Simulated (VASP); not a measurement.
Runs of VASP 6.6.1 on SiGe. The structure is that of space group P6_3mc (No. 186), or close to it. The cells are those of the table. 

```csv
cell,gap on the mesh (eV),pressure (GPa),largest force (eV/Å)
"a = 3.841, b = 3.841, c = 6.664 Å, angles 90.0, 90.0, 120.0°, 4 atoms",0.25,(c),0.37
"a = 4.014, b = 4.014, c = 6.102 Å, angles 90.0, 90.0, 120.0°, 4 atoms",none,-1.0,1.01
"a = 3.674, b = 3.674, c = 7.285 Å, angles 90.0, 90.0, 120.0°, 4 atoms",none,(a),0.83
"a = 3.577, b = 3.577, c = 7.684 Å, angles 90.0, 90.0, 120.0°, 4 atoms",none,(b),0.97
"a = 3.782, b = 3.782, c = 6.874 Å, angles 90.0, 90.0, 120.0°, 4 atoms",0.06,-1.0,0.60
```

Alike in all rows: task single point; level LDA; potentials or basis VASP PAW LDA potentials, release 64 (Si, Ge_d); no spin polarisation; k mesh 12 × 12 × 8; cutoff (eV) 520; smearing gaussian 0.03 eV.

Problem. Estimate the missing entries.

Solution. (a) 1.7; (b) 5.0; (c) -1.8.

Caveats: forces of over 1 eV/Å act on the atoms, so gaps and moduli don't describe the material at rest (some runs).

A k mesh can miss the band edges, and the runs leave out spin-orbit coupling on Ge.

A gap of «none» marks levels without a gap at the run's occupations.
